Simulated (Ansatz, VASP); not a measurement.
**TiGePd3 in VASP and in Ansatz**

```
Ti Ge Pd
1.0
     4.67876    0.00000    0.00000
     0.00000    4.67876    0.00000
     0.00000    0.00000    4.67876
Ti Ge Pd
1 1 3
Cartesian
  0.0000 0.0000 0.0000
  2.3394 2.3394 2.3394
  2.3394 0.0000 0.0000
  0.0000 2.3394 0.0000
  0.0000 0.0000 2.3394
```

Alike in both runs: functional PBE; k mesh 8 × 8 × 8; occupations gaussian, width 0.1 eV; collinear spin.

Ansatz relaxed the structure, and its values are those at the end. VASP's run is a single point on that final structure, the one shown.

|  | VASP | Ansatz |
| --- | --- | --- |
| version | VASP 6.6.1 | Ansatz 0.2.0 |
| potentials or method | VASP PAW PBE potentials, release 64 (Ti_sv, Ge_d, Pd), cutoff 520 eV | scalar-relativistic, plane waves, PAW |
| valence electrons in the cell | 56 | 80 |

VASP gave:

```
gap on the k mesh at the Fermi level (eV) : none
pressure (GPa)                            : 0.1
net moment per atom (μB)                  : 0.00
```

Question: Which values does Ansatz return?

Answer: gap on the k mesh at the Fermi level (eV): none; pressure (GPa): 0.0; net moment per atom (μB): 0.00.

A gap of «none» marks a metal or a gap that the smearing closes. VASP's potentials hold 56 valence electrons a cell and Ansatz's 80, so a difference there can come from the potentials and not from the codes. Ansatz's warnings: seeded moment not kept.
